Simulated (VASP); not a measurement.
# Li2S (Fm-3m) in VASP: further runs, part 2 of 2

VASP 6.6.1.

### 6 Single point, LDA

This run uses another cell than the first one, of 14.38 Å³/atom.

Contents of INCAR:

```
PREC = Accurate ; ENCUT = 750
EDIFF = 1E-6 ; ISMEAR = -1
SIGMA = 0.02 ; LREAL = F
LASPH = T ; NELM = 120
ALGO = Normal ; ISIF = 2
LWAVE = F ; LCHARG = F
NBANDS = 13 ; GGA_COMPAT = F
```

Contents of KPOINTS:

```
Automatic mesh
0
Gamma
  8 8 8
```

Contents of POSCAR:

```
Li2S
1.0
    0.0000000000      2.7836009734      2.7836009734
    2.7836009734      0.0000000000      2.7836009734
    2.7836009734      2.7836009734      0.0000000000
Li S
2 1
Direct
    0.2500000000      0.2500000000      0.2500000000
    0.7500000000      0.7500000000      0.7500000000
    0.0000000000      0.0000000000      0.0000000000
```

Potentials or basis: VASP PAW LDA potentials, release 64 (Li_sv, S).

Run with:

```console
> cat potpaw_LDA.64/Li_sv/POTCAR potpaw_LDA.64/S/POTCAR > POTCAR
> mpirun -np 1 vasp_std > vasp.out
```

OUTCAR:

```text
PREC = Accurate
   ENCUT = 750
   EDIFF = 1E-6
   ISMEAR = -1
   LREAL = F
   LASPH = T
   NELM = 120
   ISIF = 2

 ion  position               nearest neighbor table
   1  0.250  0.250  0.250-   3 2.41   3 2.41   3 2.41   3 2.41
   2  0.750  0.750  0.750-   3 2.41   3 2.41   3 2.41   3 2.41
   3  0.000  0.000  0.000-   2 2.41   1 2.41   2 2.41   1 2.41   2 2.41   2 2.41   1 2.41   1 2.41

  LATTYP: Found a face centered cubic cell.
 ALAT       =     5.5672019468

  Lattice vectors:

 A1 = (   0.0000000000,   2.7836009734,   2.7836009734)
 A2 = (   2.7836009734,   0.0000000000,   2.7836009734)
 A3 = (   2.7836009734,   2.7836009734,   0.0000000000)

Analysis of symmetry for initial positions (statically):
=====================================================================
 Subroutine PRICEL returns:
 Original cell was already a primitive cell.

 Routine SETGRP: Setting up the symmetry group for a
 face centered cubic supercell.

 Subroutine GETGRP returns: Found 48 space group operations
 (whereof 48 operations were pure point group operations)
 out of a pool of 48 trial point group operations.

The static configuration has the point symmetry O_h .
[... 178 lines left out ...]
      8       7.8716      0.00000
      9       7.8716      0.00000
     10       7.8716      0.00000
     11      13.1417      0.00000
     12      13.1417      0.00000
     13      14.3125      0.00000
[... 354 lines left out ...]
  band No.  band energies     occupation
      1     -41.2190      2.00000
      2     -41.2189      2.00000
      3      -8.7623      2.00000
      4      -1.0174      2.00000
      5       0.4572      2.00000
      6       0.8028      2.00000
      7       7.5977      0.00000
      8       8.5076      0.00000
      9      10.2653      0.00000
     10      10.9711      0.00000
     11      12.3061      0.00000
     12      13.6779      0.00000
     13      15.5044      0.00000

 [... further k-points ...]

------------------------ aborting loop because EDIFF is reached ----------------------------------------

  FORCE on cell =-STRESS in cart. coord.  units (eV):
  Direction    XX          YY          ZZ          XY          YZ          ZX
  --------------------------------------------------------------------------------------
  -------------------------------------------------------------------------------------
  Total       -0.0246204     -0.0246204     -0.0246204      0.0000000      0.0000000      0.0000000
  in kB       -0.9144399     -0.9144399     -0.9144399      0.0000000      0.0000000      0.0000000
  external PRESSURE =      -0.9144399 kB  Pullay stress =       0.0000000 kB

 VOLUME and BASIS-vectors are now :
 -----------------------------------------------------------------------------
  energy-cutoff  :      750.00
  volume of cell :       43.14
      direct lattice vectors                 reciprocal lattice vectors
     0.000000000  2.783600973  2.783600973    -0.179623446  0.179623446  0.179623446
     2.783600973  0.000000000  2.783600973     0.179623446 -0.179623446  0.179623446
     2.783600973  2.783600973  0.000000000     0.179623446  0.179623446 -0.179623446

 POSITION                                       TOTAL-FORCE (eV/Angst)
 -----------------------------------------------------------------------------------
      1.39180      1.39180      1.39180         0.000000      0.000000      0.000000
      4.17540      4.17540      4.17540        -0.000000     -0.000000     -0.000000
      0.00000      0.00000      0.00000         0.000000     -0.000000      0.000000
 -----------------------------------------------------------------------------------
    total drift:                                0.000000      0.000000      0.000000

  FREE ENERGIE OF THE ION-ELECTRON SYSTEM (eV)
  ---------------------------------------------------
  free  energy   TOTEN  =       -13.0137950518 eV

  energy  without entropy=      -13.0137950518  energy(sigma->0) =      -13.01379505
```

OSZICAR:

```text
N       E                     dE             d eps       ncg     rms          rms(c)
DAV:   1     0.498467431212E+02    0.49847E+02   -0.65210E+03   754   0.117E+03
DAV:   2    -0.588241432995E+01   -0.55729E+02   -0.52439E+02   946   0.218E+02
DAV:   3    -0.131753182658E+02   -0.72929E+01   -0.72394E+01  1409   0.512E+01
DAV:   4    -0.133463161397E+02   -0.17100E+00   -0.17094E+00  1005   0.109E+01
DAV:   5    -0.133496381783E+02   -0.33220E-02   -0.33219E-02  1186   0.122E+00    0.404E+00
DAV:   6    -0.130498145430E+02    0.29982E+00   -0.46043E-01   903   0.271E+00    0.298E+00
DAV:   7    -0.130155520845E+02    0.34262E-01   -0.11097E-01  1084   0.145E+00    0.170E+00
DAV:   8    -0.130141597164E+02    0.13924E-02   -0.17855E-02  1078   0.743E-01    0.663E-01
DAV:   9    -0.130138638684E+02    0.29585E-03   -0.54343E-04  1060   0.132E-01    0.447E-01
DAV:  10    -0.130138001280E+02    0.63740E-04   -0.26653E-04   914   0.893E-02    0.549E-02
DAV:  11    -0.130137950065E+02    0.51215E-05   -0.52523E-05   991   0.432E-02    0.704E-02
DAV:  12    -0.130137950518E+02   -0.45271E-07   -0.43941E-06   984   0.150E-02
   1 F= -.13013795E+02 E0= -.13013795E+02  d E =-.292900E-11
```

Run time: 24 s. Hardware: 1 thread of Intel Xeon 8259CL, shared host; peak memory 0.18 GiB.

Results:

```yaml
Free_energy: -13.0138 eV
Pressure: -0.1 GPa
Band_gap_on_the_k_mesh: 3.12 eV (least direct gap 4.43 eV)
```

Levels at points of the mesh, in eV from the valence-band top:
```csv
k point,band 3,band 4,band 5,band 6,band 7,band 8,band 9,band 10
"(0.00, 0.00, 0.00)",-11.17,0.00,0.00,0.00,4.43,6.04,6.04,6.04
"(0.50, 0.00, 0.00)",-10.67,-3.17,-0.58,-0.58,6.26,6.40,6.40,8.54
"(0.50, 0.50, 0.00)",-10.53,-2.34,-1.61,-1.61,3.12,7.16,11.33,11.33
```

### 7 The runs side by side

| task | level | potentials or basis | cell | k mesh | cutoff (eV) | smearing | grid for exact exchange (PRECFOCK) | share of exact exchange | screening parameter | gap on the mesh (eV) | pressure (GPa) |
| --- | --- | --- | --- | --- | --- | --- | --- | --- | --- | --- | --- |
| single point | HF | VASP PAW PBE potentials, release 64 (Li_sv, S) | a = 4.024 Å, angles 60.0°, 3 atoms | 6 × 6 × 6 | 650 | gaussian 0.01 eV | Normal | 1 | - | 10.47 | 1.9 |
| relaxation of cell and atoms | HSE06 | VASP PAW PBE potentials, release 64 (Li_sv, S) | relaxed from a = 4.024 Å, angles 60.0°, 3 atoms | 6 × 6 × 6 | 750 | fermi-dirac 0.02 eV | Normal | 0.25 | 0.2079 1/Å | 4.32 | 0.0 |
| single point | PBE | VASP PAW PBE potentials, release 64 (Li_sv, S) | a = 4.024 Å, angles 60.0°, 3 atoms | 4 × 4 × 4 | 750 | gaussian 0.01 eV | - | - | - | 3.38 | 0.3 |
| single point | LDA | VASP PAW LDA potentials, release 64 (Li_sv, S) | a = 3.937 Å, angles 60.0°, 3 atoms | 8 × 8 × 8 | 750 | fermi-dirac 0.02 eV | - | - | - | 3.12 | -0.1 |

Alike in all rows: no spin polarisation.

Caveats: some runs use coarse meshes; the PAW data sets were made with another functional, which shifts forces and pressure a little (at least some runs).

Absolute energies hang on the potentials; compare differences alone.
